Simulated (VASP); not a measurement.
# BN (P6_3mc) in VASP: settings compared

Aim: see how the results for BN move with the level of theory and the settings. Levels: PBE+D3(BJ), revPBE+D4. Tasks: relaxation of shape and atoms at fixed volume.

All numbers are computed with VASP 6.6.1; they aren't measurements. Logs are shortened: lines on timing, memory, paths and dates and some standing lists are left out, and cuts for length are marked.

**1. The cell of the first run**

It takes space group P6_3mc (No. 186, hexagonal). The conventional cell has a = 2.542 Å, b = 2.542 Å, c = 4.203 Å, α = 90.00°, β = 90.00°, γ = 120.00°. Within 2.1 Å of B (site symmetry 3m) lie 4 N at 1.56 to 1.57 Å. N (site symmetry 3m) has 4 B at 1.56 to 1.57 Å within 2.1 Å.

**2. Relaxation of shape and atoms at fixed volume, PBE+D3(BJ) (5.88 Å³/atom)**

INCAR reads:

```
  PREC = Accurate
  ENCUT = 600
  EDIFF = 1E-7
  ISMEAR = 0
  SIGMA = 0.05
  LREAL = F
  LASPH = T
  NELM = 120
  ALGO = Normal
  ISIF = 4
  LWAVE = F
  LCHARG = F
  GGA = PE
  IVDW = 12
  IBRION = 2
  NSW = 60
  EDIFFG = -0.01
  GGA_COMPAT = F
  NELMIN = 4
```

KPOINTS reads:

```
Automatic mesh
0
Gamma
  10 10 6
```

POSCAR reads:

```
BN
1.0
    2.5417308806      0.0000000000      0.0000000000
   -1.2708654403      2.2012035121      0.0000000000
    0.0000000000      0.0000000000      4.2032274164
B N
2 2
Direct
    0.6666666667      0.3333333333      0.0002146919
    0.3333333333      0.6666666667      0.5002146919
    0.6666666667      0.3333333333      0.3747853081
    0.3333333333      0.6666666667      0.8747853081
```

Potentials or basis: VASP PAW PBE potentials, release 64 (B, N).

Command:

```sh
cat potpaw_PBE.64/B/POTCAR potpaw_PBE.64/N/POTCAR > POTCAR
mpirun -np 1 vasp_std > vasp.out
```

OUTCAR:

```text
PREC = Accurate
   ENCUT = 600
   EDIFF = 1E-7
   ISMEAR = 0
   LREAL = F
   LASPH = T
   NELM = 120
   ISIF = 4
   GGA = PE
   IVDW = 12
   IBRION = 2
   NSW = 60
   EDIFFG = -0.01
   NELMIN = 4
 IVDW          = 12

 ion  position               nearest neighbor table
   1  0.667  0.333  0.000-   4 1.56   4 1.56   4 1.56   3 1.57
   2  0.333  0.667  0.500-   3 1.56   3 1.56   3 1.56   4 1.57
   3  0.667  0.333  0.375-   2 1.56   2 1.56   2 1.56   1 1.57
   4  0.333  0.667  0.875-   1 1.56   1 1.56   1 1.56   2 1.57

  LATTYP: Found a hexagonal cell.
 ALAT       =     2.5417308806
 C/A-ratio  =     1.6536870400

  Lattice vectors:

 A1 = (   2.5417308806,   0.0000000000,   0.0000000000)
 A2 = (  -1.2708654403,   2.2012035121,   0.0000000000)
 A3 = (   0.0000000000,   0.0000000000,   4.2032274164)

Analysis of symmetry for initial positions (statically):
=====================================================================
 Subroutine PRICEL returns:
 Original cell was already a primitive cell.

 Routine SETGRP: Setting up the symmetry group for a
 hexagonal supercell.

 Subroutine GETGRP returns: Found 12 space group operations
 (whereof  6 operations were pure point group operations)
 out of a pool of 24 trial point group operations.

The static configuration has the point symmetry C_3v.
 The point group associated with its full space group is C_6v.

Analysis of symmetry for dynamics (positions and initial velocities):
=====================================================================
 Subroutine PRICEL returns:
 Original cell was already a primitive cell.

 Routine SETGRP: Setting up the symmetry group for a
 hexagonal supercell.

 Subroutine GETGRP returns: Found 12 space group operations
 (whereof  6 operations were pure point group operations)
 out of a pool of 24 trial point group operations.

The dynamic configuration has the point symmetry C_3v.
 The point group associated with its full space group is C_6v.

 Subroutine INISYM returns: Found 12 space group operations
 (whereof  6 operations are pure point group operations),
 and found     1 'primitive' translations

----------------------------------------------------------------------------------------

                                     Primitive cell

  volume of cell :      23.5165

  direct lattice vectors                    reciprocal lattice vectors
     2.541730881  0.000000000  0.000000000     0.393432683  0.227148465  0.000000000
    -1.270865440  2.201203512  0.000000000     0.000000000  0.454296931  0.000000000
     0.000000000  0.000000000  4.203227416     0.000000000  0.000000000  0.237912418

  length of vectors
     2.541730881  2.541730881  4.203227416     0.454296931  0.454296931  0.237912418

  position of ions in fractional coordinates (direct lattice)
     0.666666667  0.333333333  0.000214692
     0.333333333  0.666666667  0.500214692
     0.666666667  0.333333333  0.374785308
     0.333333333  0.666666667  0.874785308

  ion indices of the primitive-cell ions
   primitive index   ion index
                 1           1
                 2           2
                 3           3
                 4           4

----------------------------------------------------------------------------------------

 KPOINTS: Automatic mesh

Automatic generation of k-mesh.
 Grid dimensions read from file:
 generate k-points for:   10   10    6

 Generating k-lattice:

  Cartesian coordinates                     Fractional coordinates (reciprocal lattice)
     0.039343268  0.022714847  0.000000000     0.100000000  0.000000000  0.000000000
     0.000000000  0.045429693  0.000000000     0.000000000  0.100000000  0.000000000
     0.000000000  0.000000000  0.039652070     0.000000000  0.000000000  0.166666667

  Length of vectors
     0.045429693  0.045429693  0.039652070

  Shift w.r.t. Gamma in fractional coordinates (k-lattice)
     0.000000000  0.000000000  0.000000000

 Subroutine IBZKPT returns following result:
 ===========================================

 Found     56 irreducible k-points:

 Following reciprocal coordinates:
            Coordinates               Weight
  0.000000  0.000000  0.000000      1.000000
  0.100000  0.000000  0.000000      6.000000
  0.200000  0.000000  0.000000      6.000000
  0.300000 -0.000000  0.000000      6.000000
  0.400000 -0.000000  0.000000      6.000000
  0.500000 -0.000000  0.000000      3.000000
[... 16 lines left out ...]
  0.300000  0.100000  0.166667     24.000000
  0.400000  0.100000  0.166667     24.000000
 [... further k-points ...]
   k-points           NKPTS =     56   k-points in BZ     NKDIM =     56   number of bands    NBANDS=     12
   number of dos      NEDOS =    301   number of ions     NIONS =      4
   total plane-waves  NPLWV =  14400
   dimension x,y,z NGX =    20 NGY =   20 NGZ =   36
   dimension x,y,z NGXF=    40 NGYF=   40 NGZF=   72
   ions per type =               2   2
   NGX,Y,Z   is equivalent  to a cutoff of  13.08, 13.08, 14.24 a.u.
   NGXF,Y,Z  is equivalent  to a cutoff of  26.16, 26.16, 28.48 a.u.
 SYSTEM =  unknown system
   PREC   = accura    normal or accurate (medium, high low for compatibility)
   ISTART =      0    job   : 0-new  1-cont  2-samecut
   ICHARG =      2    charge: 1-file 2-atom 10-const
   ISPIN  =      1    spin polarized calculation?
   LNONCOLLINEAR =      F non collinear calculations
   LSORBIT =      F    spin-orbit coupling
   LASPH  =      T    aspherical Exc in radial PAW
   ENCUT  =  600.0 eV  44.10 Ry    6.64 a.u.   5.08  5.08  8.39*2*pi/ulx,y,z
   NELM   =    120;   NELMIN=  4; NELMDL= -5     # of ELM steps
   EDIFF  = 0.1E-06   stopping-criterion for ELM
   LREAL  =      F    real-space projection
   EDIFFG = -.1E-01   stopping-criterion for IOM
   NSW    =     60    number of steps for IOM
   IBRION =      2    ionic relax: 0-MD 1-quasi-New 2-CG
   NFREE  =      1    steps in history (QN), initial steepest desc. (CG)
   ISIF   =      4    stress and relaxation
   ISYM   =      2    0-nonsym 1-usesym 2-fastsym
   POTIM  = 0.5000    time-step for ionic-motion
   TEBEG  =    0.0;   TEEND  =   0.0 temperature during run
   PSTRESS=    0.0 pullay stress
   NELECT =      16.0000    total number of electrons
   NUPDOWN=      -1.0000    fix difference up-down
   EMIN   =  10.00;   EMAX   =-10.00  energy-range for DOS
   EFERMI =   0.00;   METHOD = LEGACY
   ISMEAR =     0;   SIGMA  =   0.05  broadening in eV -4-tet -1-fermi 0-gaus
   EFERMI_NEDOS =   21; number of points for ismear=-14 and -15
   IALGO  =     38    algorithm
   IMIX   =      4    mixing-type and parameters
     AMIX     =   0.40;   BMIX     =  1.00
     AMIX_MAG =   1.60;   BMIX_MAG =  1.00
  volume/ion in A,a.u.               =       5.88        39.67
  Fermi-wavevector in a.u.,A,eV,Ry     =   1.439872  2.720964 28.208033  2.073232
  Thomas-Fermi vector in A             =   2.558679
   LORBIT       =      0    0 simple, 1 ext, 2 COOP (PROOUT), +10 PAW based schemes
   GGA     = PE    functional components
   LHFCALC =     F    Hartree Fock is set to
   AEXX    =    0.0000 exact exchange contribution
   IVDW    =    12    specifies the selected vdW correction
   LEPSILON=     F    determine dielectric tensor
   LRPA    =     F    only Hartree local field effects (RPA)
 conjugate gradient relaxation of ions
 non-spin polarized calculation
 Gauss-broadening in eV      SIGMA  =   0.05
  energy-cutoff  :      600.00
  volume of cell :       23.52
 maximum number of plane-waves:       796
   NGX = 11   NGY = 11   NGZ = 17

 number of electron      16.0000003 magnetization

 Free energy of the ion-electron system (eV)
  ---------------------------------------------------
  ext. energy  EPLUGINS =         0.00000000
  ---------------------------------------------------
  free energy    TOTEN  =       -34.83248501 eV

  energy without entropy =      -34.83248501  energy(sigma->0) =      -34.83248501

 E-fermi :   7.9344     XC(G=0): -12.8360

 val. band max:        7.6183783796   @ k =   0.0000   0.0000   0.0000
 cond. band min:      12.9982760706   @ k =   0.3000   0.3000   0.0000
 fundamental gap:      5.3798976910
 Fermi energy:         7.9344062690

 k-point     1 :       0.0000    0.0000    0.0000
  band No.  band energies     occupation
      1     -12.8433      2.00000
      2      -8.6653      2.00000
      3      -3.3463      2.00000
      4       5.4821      2.00000
      5       5.4821      2.00000
      6       7.3485      2.00000
      7       7.6184      2.00000
      8       7.6184      2.00000
      9      16.0114      0.00000
     10      16.0114      0.00000
     11      16.2605      0.00000
     12      17.2078      0.00000

 k-point     2 :       0.1000    0.0000    0.0000
  band No.  band energies     occupation
      1     -12.6250      2.00000
      2      -8.4983      2.00000
      3      -3.1301      2.00000
      4       4.5087      2.00000
      5       5.0845      2.00000
      6       6.8103      2.00000
      7       7.1332      2.00000
      8       7.3915      2.00000
      9      15.6946      0.00000
     10      16.4403      0.00000
     11      16.5891      0.00000
     12      17.8903      0.00000

 k-point     3 :       0.2000    0.0000    0.0000
  band No.  band energies     occupation
      1     -11.9806      2.00000
      2      -8.0329      2.00000
      3      -2.4941      2.00000
      4       2.3324      2.00000
      5       4.2277      2.00000
      6       4.9350      2.00000
      7       6.4820      2.00000
      8       6.8065      2.00000
      9      15.1894      0.00000
     10      17.0178      0.00000
     11      17.3482      0.00000
     12      18.6362      0.00000
[... 286 lines left out ...]
 k-point    23 :       0.3000    0.1000    0.1667
  band No.  band energies     occupation
      1     -10.0328      2.00000
      2      -7.4336      2.00000
      3      -1.2681      2.00000
      4       0.3293      2.00000
      5       1.2104      2.00000
      6       2.6479      2.00000
      7       4.8039      2.00000
      8       5.1237      2.00000
      9      15.1081      0.00000
     10      16.2114      0.00000
     11      17.9633      0.00000
     12      19.3350      0.00000

 k-point    24 :       0.4000    0.1000    0.1667
  band No.  band energies     occupation
      1      -8.7980      2.00000
      2      -7.3096      2.00000
      3      -2.0782      2.00000
      4      -0.4030      2.00000
      5       1.2374      2.00000
      6       2.2280      2.00000
      7       3.8517      2.00000
      8       4.6816      2.00000
      9      14.8740      0.00000
     10      15.5642      0.00000
     11      18.2606      0.00000
     12      19.7212      0.00000

 [... further k-points ...]

------------------------ aborting loop because EDIFF is reached ----------------------------------------

 Edisp (eV)   -0.84065

 E8    (eV) :    -0.2485

  FORCE on cell =-STRESS in cart. coord.  units (eV):
  Direction    XX          YY          ZZ          XY          YZ          ZX
  --------------------------------------------------------------------------------------
  -------------------------------------------------------------------------------------
  Total      -0.00178    -0.00178     0.00825     0.00000     0.00000     0.00000
  in kB      -0.12159    -0.12159     0.56212     0.00000     0.00000     0.00000
  external pressure =        0.11 kB  Pullay stress =        0.00 kB

 VOLUME and BASIS-vectors are now :
 -----------------------------------------------------------------------------
  energy-cutoff  :      600.00
  volume of cell :       23.52
      direct lattice vectors                 reciprocal lattice vectors
     2.541730881  0.000000000  0.000000000     0.393432683  0.227148465  0.000000000
    -1.270865440  2.201203512  0.000000000     0.000000000  0.454296931  0.000000000
     0.000000000  0.000000000  4.203227416     0.000000000  0.000000000  0.237912418

 POSITION                                       TOTAL-FORCE (eV/Angst)
 -----------------------------------------------------------------------------------
      1.27087      0.73373      0.00090         0.000000     -0.000000      0.006841
     -0.00000      1.46747      2.10252        -0.000000     -0.000000      0.006841
      1.27087      0.73373      1.57531         0.000000     -0.000000     -0.006841
     -0.00000      1.46747      3.67692         0.000000      0.000000     -0.006841
 -----------------------------------------------------------------------------------
    total drift:                               -0.000000     -0.000000     -0.000046

  FREE ENERGIE OF THE ION-ELECTRON SYSTEM (eV)
  ---------------------------------------------------
  free  energy   TOTEN  =       -35.6731333399 eV

  energy  without entropy=      -35.6731333399  energy(sigma->0) =      -35.67313334

 reached required accuracy - stopping structural energy minimisation
```

Wall time 22 s (1 thread of Intel Xeon Platinum 8259CL at 2.50GHz (Skylake/Cascade Lake), shared host); peak memory 0.16 GiB.

What came out:

```yaml
Free_energy: -35.6731 eV
Pressure_after_relaxing: 0.0 GPa
Largest_force_after_relaxing: 0.007 eV/Å
Band_gap_on_the_k_mesh: 5.38 eV (least direct gap 8.30 eV)
Dispersion_energy_per_atom: -0.210 eV
```

Forces on the atoms (eV/Å):
```
B    0.000  0.000  0.007
B    0.000  0.000  0.007
N    0.000  0.000 -0.007
N    0.000  0.000 -0.007
```

Final structure:
```
B N
1.0
     2.54173    0.00000    0.00000
    -1.27087    2.20120    0.00000
     0.00000    0.00000    4.20323
B N
2 2
Direct
  0.66667 0.33333 0.00021
  0.33333 0.66667 0.50021
  0.66667 0.33333 0.37479
  0.33333 0.66667 0.87479
```

Caveat: the relaxation stopped at its first step, so nothing moved. A k mesh can miss the band edges.

**3. Relaxation of shape and atoms at fixed volume, revPBE+D4 (5.94 Å³/atom)**

This run uses another cell than the first one, of 5.94 Å³/atom.

INCAR reads:

```
SYSTEM = BN
  PREC = Accurate
  ENCUT = 600
  EDIFF = 1E-7
  ISMEAR = 0
  SIGMA = 0.05
  LREAL = .FALSE.
  LASPH = .TRUE.
  NELM = 120
  ALGO = Normal
  ISIF = 4
  LWAVE = .FALSE.
  LCHARG = .FALSE.
  GGA = RE
  IVDW = 13
  IBRION = 2
  NSW = 60
  EDIFFG = -0.01
  GGA_COMPAT = .FALSE.
  NELMIN = 4
```

KPOINTS reads:

```
Automatic mesh
0
G
  10 10 6
  0 0 0
```

POSCAR reads:

```
BN
1.0
    2.5501332416      0.0000000000      0.0000000000
   -1.2750666208      2.2084801702      0.0000000000
    0.0000000000      0.0000000000      4.2180943186
B N
2 2
Direct
    0.6666666667      0.3333333333      0.0003321498
    0.3333333333      0.6666666667      0.5003321498
    0.6666666667      0.3333333333      0.3746678502
    0.3333333333      0.6666666667      0.8746678502
```

Potentials or basis: VASP PAW PBE potentials, release 64 (B, N).

Command:

```sh
cat potpaw_PBE.64/B/POTCAR potpaw_PBE.64/N/POTCAR > POTCAR
mpirun -np 1 vasp_std > vasp.out
```

Run time: 51 s. Hardware: 1 thread of Intel Xeon Platinum 8259CL at 2.50GHz (Skylake/Cascade Lake), shared host; peak memory 0.14 GiB.

It converged, with:

* Free energy: -35.6695 eV
* Energy gained by relaxing: 0.0 meV/atom
* Ionic steps: 3
* Pressure after relaxing: -7.5 GPa
* Band gap on the k mesh: 5.44 eV (least direct gap 8.29 eV)
* Dispersion energy per atom: -0.548 eV

Final structure:
```xyz
4
Lattice="2.5502 0.0000 0.0000 -1.2751 2.2086 0.0000 0.0000 0.0000 4.2177" Properties=species:S:1:pos:R:3 pbc="T T T"
B     1.2751    0.7362    0.0010
B     0.0000    1.4724    2.1099
N     1.2751    0.7362    1.5806
N     0.0000    1.4724    3.6895
```

Levels at points of the mesh, in eV from the valence-band top:
```tsv
k point	band 5	band 6	band 7	band 8	band 9	band 10	band 11	band 12
(0.00, 0.00, 0.00)	-2.11	-0.27	0.00	0.00	8.39	8.39	8.62	9.45
(0.50, 0.00, 0.00)	-6.90	-4.96	-4.38	-2.10	6.72	7.99	10.61	11.46
(0.00, 0.00, 0.50)	-1.17	-1.17	-1.17	-1.17	9.47	9.47	9.94	9.94
(0.50, 0.00, 0.50)	-3.75	-3.75	-3.56	-3.56	6.60	6.60	10.02	10.02
```

Caveat: the PAW data sets were made with another functional, which shifts forces and pressure a little.
